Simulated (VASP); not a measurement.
# Eu (Fm-3m) in VASP: further runs

Eu is run at these levels: LDA; tasks: single point, relaxation of cell and atoms.

Everything below comes from runs of VASP 6.6.1. Logs are shortened: lines on timing, memory, paths and dates and some standing lists are left out, and cuts for length are marked.

## Step 1: The cell of the first run

The structure is cubic, space group Fm-3m (No. 225). The conventional cell has a = 5.183 Å, b = 5.183 Å, c = 5.183 Å, α = 90.00°, β = 90.00°, γ = 90.00°. Within 4.8 Å of Eu (site symmetry m-3m) lie 12 Eu at 3.67 Å.

This isn't the form of Eu at room conditions, which is bcc.

## Step 2: Single point, LDA, collinear spin, ferromagnetic start

The input, INCAR:

```
PREC = Accurate
ENCUT = 520
EDIFF = 1E-7
ISMEAR = -1
SIGMA = 0.05
LREAL = F
LASPH = T
NELM = 150
ALGO = Normal
ISIF = 2
LWAVE = F
LCHARG = F
ISPIN = 2
MAGMOM = 7
LORBIT = 11
LMAXMIX = 6
GGA = CA
NBANDS = 18
```

The input, KPOINTS:

```
Automatic mesh
0
Gamma
  10 10 10
```

The input, POSCAR:

```
Eu
1.0
    0.0000000000      2.5916486196      2.5916486196
    2.5916486196      0.0000000000      2.5916486196
    2.5916486196      2.5916486196      0.0000000000
Eu
1
Direct
    0.0000000000      0.0000000000      0.0000000000
```

Potentials or basis: VASP PAW PBE potentials, release 64 (Eu).

Command:

```
$ cat potpaw_PBE.64/Eu/POTCAR > POTCAR
$ mpirun -np 1 vasp_std > vasp.out
```

OUTCAR:

```text
PREC = Accurate
   ENCUT = 520
   EDIFF = 1E-7
   ISMEAR = -1
   LREAL = F
   LASPH = T
   NELM = 150
   ISIF = 2
   ISPIN = 2
   LORBIT = 11
   GGA = CA

 ion  position               nearest neighbor table
   1  0.000  0.000  0.000-

  LATTYP: Found a face centered cubic cell.
 ALAT       =     5.1832972392

  Lattice vectors:

 A1 = (   0.0000000000,   2.5916486196,   2.5916486196)
 A2 = (   2.5916486196,   0.0000000000,   2.5916486196)
 A3 = (   2.5916486196,   2.5916486196,   0.0000000000)

Analysis of symmetry for initial positions (statically):
=====================================================================
 Subroutine PRICEL returns:
 Original cell was already a primitive cell.

 Routine SETGRP: Setting up the symmetry group for a
 face centered cubic supercell.

 Subroutine GETGRP returns: Found 48 space group operations
 (whereof 48 operations were pure point group operations)
 out of a pool of 48 trial point group operations.

The static configuration has the point symmetry O_h .

Analysis of symmetry for dynamics (positions and initial velocities):
=====================================================================
 Subroutine PRICEL returns:
 Original cell was already a primitive cell.

 Routine SETGRP: Setting up the symmetry group for a
 face centered cubic supercell.

 Subroutine GETGRP returns: Found 48 space group operations
 (whereof 48 operations were pure point group operations)
 out of a pool of 48 trial point group operations.

The dynamic configuration has the point symmetry O_h .

Analysis of structural, dynamic, and magnetic symmetry:
=====================================================================
 Subroutine PRICEL returns:
 Original cell was already a primitive cell.

 Routine SETGRP: Setting up the symmetry group for a
 face centered cubic supercell.

 Subroutine GETGRP returns: Found 48 space group operations
 (whereof 48 operations were pure point group operations)
 out of a pool of 48 trial point group operations.

The overall configuration has the point symmetry O_h .

 Subroutine INISYM returns: Found 48 space group operations
 (whereof 48 operations are pure point group operations),
 and found     1 'primitive' translations

----------------------------------------------------------------------------------------

                                     Primitive cell

  volume of cell :      34.8144

  direct lattice vectors                    reciprocal lattice vectors
     0.000000000  2.591648620  2.591648620    -0.192927388  0.192927388  0.192927388
     2.591648620  0.000000000  2.591648620     0.192927388 -0.192927388  0.192927388
     2.591648620  2.591648620  0.000000000     0.192927388  0.192927388 -0.192927388

  length of vectors
     3.665144627  3.665144627  3.665144627     0.334160039  0.334160039  0.334160039

  position of ions in fractional coordinates (direct lattice)
     0.000000000  0.000000000  0.000000000

  ion indices of the primitive-cell ions
   primitive index   ion index
                 1           1

----------------------------------------------------------------------------------------

 KPOINTS: Automatic mesh

Automatic generation of k-mesh.
 Grid dimensions read from file:
 generate k-points for:   10   10   10

 Generating k-lattice:

  Cartesian coordinates                     Fractional coordinates (reciprocal lattice)
    -0.019292739  0.019292739  0.019292739     0.100000000  0.000000000  0.000000000
     0.019292739 -0.019292739  0.019292739     0.000000000  0.100000000  0.000000000
     0.019292739  0.019292739 -0.019292739     0.000000000  0.000000000  0.100000000

  Length of vectors
     0.033416004  0.033416004  0.033416004

  Shift w.r.t. Gamma in fractional coordinates (k-lattice)
     0.000000000  0.000000000  0.000000000

 Subroutine IBZKPT returns following result:
 ===========================================

 Found     47 irreducible k-points:

 Following reciprocal coordinates:
            Coordinates               Weight
  0.000000  0.000000  0.000000      1.000000
  0.100000  0.000000  0.000000      8.000000
  0.200000  0.000000  0.000000      8.000000
  0.300000  0.000000  0.000000      8.000000
  0.400000  0.000000  0.000000      8.000000
  0.500000  0.000000  0.000000      4.000000
[... 16 lines left out ...]
  0.300000  0.300000  0.000000      6.000000
  0.400000  0.300000  0.000000     24.000000
 [... further k-points ...]
   k-points           NKPTS =     47   k-points in BZ     NKDIM =     47   number of bands    NBANDS=     18
   number of dos      NEDOS =    301   number of ions     NIONS =      1
   total plane-waves  NPLWV =  21952
   dimension x,y,z NGX =    28 NGY =   28 NGZ =   28
   dimension x,y,z NGXF=    56 NGYF=   56 NGZF=   56
   ions per type =               1
   NGX,Y,Z   is equivalent  to a cutoff of  12.70, 12.70, 12.70 a.u.
   NGXF,Y,Z  is equivalent  to a cutoff of  25.40, 25.40, 25.40 a.u.
 SYSTEM =  unknown system
   PREC   = accura    normal or accurate (medium, high low for compatibility)
   ISTART =      0    job   : 0-new  1-cont  2-samecut
   ICHARG =      2    charge: 1-file 2-atom 10-const
   ISPIN  =      2    spin polarized calculation?
   LNONCOLLINEAR =      F non collinear calculations
   LSORBIT =      F    spin-orbit coupling
   LASPH  =      T    aspherical Exc in radial PAW
   ENCUT  =  520.0 eV  38.22 Ry    6.18 a.u.   6.81  6.81  6.81*2*pi/ulx,y,z
   NELM   =    150;   NELMIN=  2; NELMDL= -5     # of ELM steps
   EDIFF  = 0.1E-06   stopping-criterion for ELM
   LREAL  =      F    real-space projection
   EDIFFG = 0.1E-05   stopping-criterion for IOM
   NSW    =      0    number of steps for IOM
   IBRION =     -1    ionic relax: 0-MD 1-quasi-New 2-CG
   NFREE  =      0    steps in history (QN), initial steepest desc. (CG)
   ISIF   =      2    stress and relaxation
   ISYM   =      2    0-nonsym 1-usesym 2-fastsym
   POTIM  = 0.5000    time-step for ionic-motion
   TEBEG  =    0.0;   TEEND  =   0.0 temperature during run
   PSTRESS=    0.0 pullay stress
   NELECT =      17.0000    total number of electrons
   NUPDOWN=      -1.0000    fix difference up-down
   EMIN   =  10.00;   EMAX   =-10.00  energy-range for DOS
   EFERMI =   0.00;   METHOD = LEGACY
   ISMEAR =    -1;   SIGMA  =   0.05  broadening in eV -4-tet -1-fermi 0-gaus
   EFERMI_NEDOS =   21; number of points for ismear=-14 and -15
   IALGO  =     38    algorithm
   IMIX   =      4    mixing-type and parameters
     AMIX     =   0.40;   BMIX     =  1.00
     AMIX_MAG =   1.60;   BMIX_MAG =  1.00
  volume/ion in A,a.u.               =      34.81       234.94
  Fermi-wavevector in a.u.,A,eV,Ry     =   1.289155  2.436149 22.611791  1.661920
  Thomas-Fermi vector in A             =   2.421065
   LORBIT       =     11    0 simple, 1 ext, 2 COOP (PROOUT), +10 PAW based schemes
   GGA     = CA    functional components
   LHFCALC =     F    Hartree Fock is set to
   AEXX    =    0.0000 exact exchange contribution
   IVDW    =     0    specifies the selected vdW correction
   LEPSILON=     F    determine dielectric tensor
   LRPA    =     F    only Hartree local field effects (RPA)
 spin polarized calculation
  energy-cutoff  :      520.00
  volume of cell :       34.81
 maximum number of plane-waves:       960
   NGX = 13   NGY = 13   NGZ = 13

 number of electron      17.0000001 magnetization       7.3844139

 Free energy of the ion-electron system (eV)
  ---------------------------------------------------
  ext. energy  EPLUGINS =         0.00000000
  ---------------------------------------------------
  free energy    TOTEN  =       -11.43447060 eV

  energy without entropy =      -11.42257266  energy(sigma->0) =      -11.42852163

 E-fermi :   2.5195     XC(G=0):  -9.9118

 val. band max:        2.4944259444   @ k =   0.5000   0.5000   0.0000
 cond. band min:       2.5296082322   @ k =  -0.3000   0.4000   0.1000
 fundamental gap:      0.0351822877
 Fermi energy:         2.5195353981

 spin component 1

 k-point     1 :       0.0000    0.0000    0.0000
  band No.  band energies     occupation
      1     -38.6756      1.00000
      2     -17.1861      1.00000
      3     -17.1861      1.00000
      4     -17.1861      1.00000
      5      -2.0213      1.00000
      6       1.8747      1.00000
[... 10 lines left out ...]
     17       6.7362      0.00000
     18      11.7685      0.00000

 k-point     2 :       0.1000    0.0000    0.0000
  band No.  band energies     occupation
      1     -38.6683      1.00000
      2     -17.2713      1.00000
      3     -17.1965      1.00000
      4     -17.1965      1.00000
      5      -1.7497      1.00000
      6       1.8693      1.00000
[... 10 lines left out ...]
     17       6.6036      0.00000
     18      12.3098      0.00000
[... 442 lines left out ...]
 k-point    24 :       0.4000    0.3000    0.0000
  band No.  band energies     occupation
      1     -38.5938      1.00000
      2     -17.8183      1.00000
      3     -17.4399      1.00000
      4     -17.4126      1.00000
      5       0.7942      1.00000
      6       1.7519      1.00000
[... 10 lines left out ...]
     17       8.4146      0.00000
     18      12.4657      0.00000

 [... further k-points ...]

 spin component 2

 k-point     1 :       0.0000    0.0000    0.0000
  band No.  band energies     occupation
      1     -35.8398      1.00000
      2     -14.9502      1.00000
      3     -14.9502      1.00000
      4     -14.9502      1.00000
      5      -1.1633      1.00000
      6       5.4896      0.00000
[... 10 lines left out ...]
     17       7.9432      0.00000
     18      13.1154      0.00000

 k-point     2 :       0.1000    0.0000    0.0000
  band No.  band energies     occupation
      1     -35.8309      1.00000
      2     -15.0542      1.00000
      3     -14.9624      1.00000
      4     -14.9624      1.00000
      5      -0.8772      1.00000
      6       4.9883      0.00000
[... 10 lines left out ...]
     17       7.8657      0.00000
     18      13.6027      0.00000
[... 442 lines left out ...]
 k-point    24 :       0.4000    0.3000    0.0000
  band No.  band energies     occupation
      1     -35.7391      1.00000
      2     -15.7070      1.00000
      3     -15.2523      1.00000
      4     -15.2190      1.00000
      5       1.6799      1.00000
      6       2.9823      0.00010
[... 10 lines left out ...]
     17       9.7808      0.00000
     18      13.7194      0.00000

 [... further k-points ...]

------------------------ aborting loop because EDIFF is reached ----------------------------------------

  FORCE on cell =-STRESS in cart. coord.  units (eV):
  Direction    XX          YY          ZZ          XY          YZ          ZX
  --------------------------------------------------------------------------------------
  -------------------------------------------------------------------------------------
  Total       -0.0616717     -0.0616717     -0.0616717      0.0000000      0.0000000     -0.0000000
  in kB       -2.8381668     -2.8381668     -2.8381668      0.0000000      0.0000000     -0.0000000
  external PRESSURE =      -2.8381668 kB  Pullay stress =       0.0000000 kB

 VOLUME and BASIS-vectors are now :
 -----------------------------------------------------------------------------
  energy-cutoff  :      520.00
  volume of cell :       34.81
      direct lattice vectors                 reciprocal lattice vectors
     0.000000000  2.591648620  2.591648620    -0.192927388  0.192927388  0.192927388
     2.591648620  0.000000000  2.591648620     0.192927388 -0.192927388  0.192927388
     2.591648620  2.591648620  0.000000000     0.192927388  0.192927388 -0.192927388

 POSITION                                       TOTAL-FORCE (eV/Angst)
 -----------------------------------------------------------------------------------
      0.00000      0.00000      0.00000         0.000000      0.000000      0.000000
 -----------------------------------------------------------------------------------
    total drift:                               -0.000000     -0.000000     -0.000000

  FREE ENERGIE OF THE ION-ELECTRON SYSTEM (eV)
  ---------------------------------------------------
  free  energy   TOTEN  =       -11.4344706049 eV

  energy  without entropy=      -11.4225726624  energy(sigma->0) =      -11.42852163

 total charge

# of ion       s       p       d       f       tot
--------------------------------------------------
    1        2.093   5.638   0.416   6.578  14.725

 magnetization (x)

# of ion       s       p       d       f       tot
--------------------------------------------------
    1        0.004  -0.061   0.208   6.573   6.724
```

It took 43 s on 1 thread of AMD EPYC 9R45 (Zen 5), shared host; peak memory 0.16 GiB.

Results:

```yaml
Free_energy: -11.4345 eV
Pressure: -0.3 GPa
Net_moment: 7.38 μB per cell
Site_moments: Eu +6.72 μB
Valence_electrons_inside_the_program's_atomic_spheres: Eu 14.72
```

Levels at points of the mesh, in eV from the Fermi level:
Spin up:
```
           k point  band 8  band 9  band 10  band 11  band 12  band 13  band 14  band 15  band 16  band 17
(0.00, 0.00, 0.00)   -0.47   -0.47    -0.27    -0.27    -0.27     1.88     1.88     1.88     4.22     4.22
(0.50, 0.00, 0.00)   -0.49   -0.40    -0.29    -0.29    -0.26     1.43     1.69     1.69     6.00     6.00
(0.50, 0.50, 0.00)   -0.46   -0.46    -0.42    -0.32    -0.32    -0.32     2.95     6.03     6.54     6.54
```
Spin down:
| k point | band 3 | band 4 | band 5 | band 6 | band 7 | band 8 |
| --- | --- | --- | --- | --- | --- | --- |
| (0.00, 0.00, 0.00) | -17.47 | -17.47 | -3.68 | 2.97 | 2.97 | 2.97 |
| (0.50, 0.00, 0.00) | -17.60 | -17.60 | -1.09 | 2.19 | 2.71 | 2.71 |
| (0.50, 0.50, 0.00) | -17.82 | -17.82 | -1.04 | -0.03 | 3.32 | 3.80 |

Caveat: the PAW data sets were made with another functional, which shifts forces and pressure a little; spin-orbit coupling is left out, which moves the levels of the heavy elements; semilocal functionals describe open f shells poorly, which spoils levels, moments and volumes. The state reached can hang on the start; a lower one may exist.

## Step 3: Single point, LDA, collinear spin, ferromagnetic start

The input, INCAR:

```
SYSTEM = Eu
PREC     = Accurate       ! precision mode
ENCUT    = 520            ! plane-wave cutoff, eV
EDIFF    = 1E-7           ! SCF threshold, eV
ISMEAR   = -1             ! smearing method
SIGMA    = 0.05           ! smearing width, eV
LREAL    = .False.        ! projectors in reciprocal space
LASPH    = .True.         ! aspherical terms in the spheres
NELM     = 150            ! most SCF steps
ALGO     = Normal         ! electronic algorithm
ISIF     = 2              ! what is computed and relaxed
LWAVE    = .False.        ! write WAVECAR
LCHARG   = .False.        ! write CHGCAR
ISPIN    = 2              ! spin polarisation
MAGMOM   = 7.1            ! initial moments
LORBIT   = 11             ! projections on sites
LMAXMIX  = 6              ! l up to which the mixer works
GGA      = CA             ! functional
NBANDS   = 18             ! bands
```

The input, KPOINTS:

```
regular mesh
0
Gamma
  14 14 14
  0 0 0
```

POSCAR is that of step 2.

Potentials or basis: VASP PAW PBE potentials, release 64 (Eu).

Command:

```
$ cat potpaw_PBE.64/Eu/POTCAR > POTCAR
$ mpirun -np 1 vasp_std > vasp.out
```

Wall time 1.8 min (1 thread of AMD EPYC 9R45 (Zen 5), shared host); peak memory 0.21 GiB.

It converged, with:

```yaml
Free_energy: -11.4321 eV
Pressure: -0.4 GPa
Net_moment: 7.36 μB per cell
Site_moments: Eu +6.72 μB
Valence_electrons_inside_the_program's_atomic_spheres: Eu 14.72
```

Levels at points of the mesh, in eV from the Fermi level:
Spin up:
| k point | band 10 | band 11 | band 12 | band 13 | band 14 | band 15 |
| --- | --- | --- | --- | --- | --- | --- |
| (0.00, 0.00, 0.00) | -0.27 | -0.27 | -0.27 | 1.89 | 1.89 | 1.89 |
| (0.50, 0.00, 0.00) | -0.30 | -0.30 | -0.26 | 1.44 | 1.69 | 1.69 |
| (0.50, 0.50, 0.00) | -0.42 | -0.33 | -0.33 | -0.32 | 2.96 | 6.04 |
Spin down:
```
           k point  band 3  band 4  band 5  band 6  band 7  band 8
(0.00, 0.00, 0.00)  -17.47  -17.47   -3.69    2.97    2.97    2.97
(0.50, 0.00, 0.00)  -17.60  -17.60   -1.09    2.19    2.71    2.71
(0.50, 0.50, 0.00)  -17.82  -17.82   -1.04   -0.03    3.32    3.79
```

Caveat: the PAW data sets were made with another functional, which shifts forces and pressure a little; spin-orbit coupling is left out, which moves the levels of the heavy elements; semilocal functionals describe open f shells poorly, which spoils levels, moments and volumes. The state reached can hang on the start; a lower one may exist.

(Part 1 of 2 ends here.)
